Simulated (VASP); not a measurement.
Here is a VASP 6.6.1 calculation.

The input INCAR:

```
PREC = Accurate
ENCUT = 520
EDIFF = 1E-7
ISMEAR = 0
SIGMA = 0.15
LREAL = F
LASPH = T
NELM = 100
ALGO = Fast
ISIF = 2
LWAVE = F
LCHARG = F
GGA = PS
NBANDS = 11
```

Contents of KPOINTS:

```
regular mesh
0
Gamma
  20 20 20
```

File POSCAR:

```
Hf
1.0
   -1.5853320300      1.8118080343      1.8118080343
    1.8118080343     -1.5853320300      1.8118080343
    1.8118080343      1.8118080343     -1.5853320300
Hf
1
Direct
    0.0000000000      0.0000000000      0.0000000000
```

Potentials or basis: VASP PAW PBE potentials, release 64 (Hf_pv).

Launch:

```console
$ cat potpaw_PBE.64/Hf_pv/POTCAR > POTCAR
$ mpirun -np 1 vasp_std > vasp.out
```

Q: Predict the pressure.

A: -8.2 GPa.

Q: Estimate the band gap on the k mesh.

A: Zero (band 5 reaches 4.96 eV, above the bottom of band 6 at 3.55 eV).

Stress tensor (GPa, compression positive):
```
-8.23 -4.92 -4.92
-4.92 -8.23 -4.92
-4.92 -4.92 -8.23
```

Caveat: the PAW data sets were made with another functional, which shifts forces and pressure a little; spin-orbit coupling is left out, which moves the levels of the heavy elements.
